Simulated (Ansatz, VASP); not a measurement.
This is a calculation of Rh for Ansatz 0.2.0.

input.yaml

```yaml
crystal:
  lattice:
    - [0.0, 1.89785, 1.89785]
    - [1.89785, 0.0, 1.89785]
    - [1.89785, 1.89785, 0.0]
  atoms:
    - { symbol: Rh, position: [0.0, 0.0, 0.0] }
kpoints:
  mp_grid: { grid: [12, 12, 12] }
scf:
  occupations: { method: fermi_dirac, width: 0.05 }
hamiltonian:
  xc: pbe
  pseudopotentials: { kind: all_electron, lapw: { basis_error: 0.001 } }
output:
  forces: true
  stress: true
relax:
  f_tol: 0.01
  max_steps: 60
  cell: {}
```

Potentials or basis: all-electron LAPW, scalar-relativistic.

Run with:

```sh
$ ansatz run input.yaml --threads 1 --pin off --max-ram 3072MiB --backend cpu --events-out ev --progress --plain --runs-dir out
```

Problem. Set up the same calculation for VASP 6.6.1. Potentials there: VASP PAW PBE potentials, release 64 (Rh_pv).

Solution. As run (the cutoff follows the program's own potentials):

The input INCAR:

```
ALGO     = Normal         # electronic algorithm
EDIFF    = 1E-6           # SCF threshold, eV
EDIFFG   = -0.01          # ionic threshold
ENCUT    = 600            # plane-wave cutoff, eV
GGA      = PE             # functional
IBRION   = 2              # ionic algorithm
ISIF     = 3              # what is computed and relaxed
ISMEAR   = -1             # smearing method
LASPH    = True           # aspherical terms in the spheres
LCHARG   = False          # write CHGCAR
LREAL    = False          # projectors in reciprocal space
LWAVE    = False          # write WAVECAR
NELM     = 100            # most SCF steps
NSW      = 80             # ionic steps
PREC     = Accurate       # precision mode
SIGMA    = 0.05           # smearing width, eV
```

The input KPOINTS:

```
k-points
0
Gamma
  12 12 12
```

The input POSCAR:

```
Rh
1.0
    0.0000000000      1.8978500000      1.8978500000
    1.8978500000      0.0000000000      1.8978500000
    1.8978500000      1.8978500000      0.0000000000
Rh
1
Direct
    0.0000000000      0.0000000000      0.0000000000
```

Potentials or basis: VASP PAW PBE potentials, release 64 (Rh_pv).

The run is started by

```bash
$ cat potpaw_PBE.64/Rh_pv/POTCAR > POTCAR
$ mpirun -np 1 vasp_std > vasp.out
```

Both were run:

|  | VASP | Ansatz | Ansatz less VASP |
| --- | --- | --- | --- |
| relaxed volume (Å³/atom) | 14.04 | 14.03 | -0.004 |
| relaxed cell length with the largest relative difference (Å) | 2.708 | 2.707 | -0.0003 |

Ansatz ran all-electron here, and VASP with PAW potentials.
